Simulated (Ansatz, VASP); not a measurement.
# One calculation of Zn, two programs

File INCAR:

```
SYSTEM = Zn
ALGO = Fast
EDIFF = 1E-7
ENCUT = 520
GGA = PS
ISIF = 2
ISMEAR = 0
LASPH = .True.
LCHARG = .False.
LREAL = .False.
LWAVE = .False.
NBANDS = 12
NELM = 60
PREC = Accurate
SIGMA = 0.15
```

The input KPOINTS:

```
k-points
0
Gamma
  22 22 22
  0 0 0
```

Contents of POSCAR:

```
Zn
1.0
   -1.3155229329      1.5231225383      1.5231225383
    1.5231225383     -1.3155229329      1.5231225383
    1.5231225383      1.5231225383     -1.3155229329
Zn
1
Direct
    0.0000000000      0.0000000000      0.0000000000
```

Input for Ansatz:

```yaml
crystal:
  lattice:
    - [-1.3155229329, 1.5231225383, 1.5231225383]
    - [1.5231225383, -1.3155229329, 1.5231225383]
    - [1.5231225383, 1.5231225383, -1.3155229329]
  atoms:
    - { symbol: Zn, position: [0.0, 0.0, 0.0] }
basis:
  ecutwfc: 520.0
kpoints:
  mp_grid: { grid: [22, 22, 22] }
hamiltonian:
  xc: pbesol
scf:
  occupations: { method: gaussian, width: 0.15 }
output:
  forces: true
  stress: true
  eigenvalues: true
```

Alike in both runs: task single point; functional PBEsol; k mesh 22 × 22 × 22; occupations gaussian, width 0.15 eV; no spin polarisation.

|  | VASP | Ansatz |
| --- | --- | --- |
| version | VASP 6.6.1 | Ansatz 0.2.0 |
| potentials or method | VASP PAW PBE potentials, release 64 (Zn), cutoff 520 eV | scalar-relativistic, plane waves, PAW |
| valence electrons in the cell | 12 | 12 |

|  | VASP | Ansatz | Ansatz less VASP |
| --- | --- | --- | --- |
| gap on the k mesh at the Fermi level (eV) | none | none | - |
| pressure (GPa) | 6.3 | 5.8 | -0.51 |
| traceless stress, the component that is largest in VASP (GPa) | -3.25 | -3.17 | +0.081 |

VASP's potentials were made for PBE, not for PBEsol. A gap of «none» marks a metal or a gap that the smearing closes.
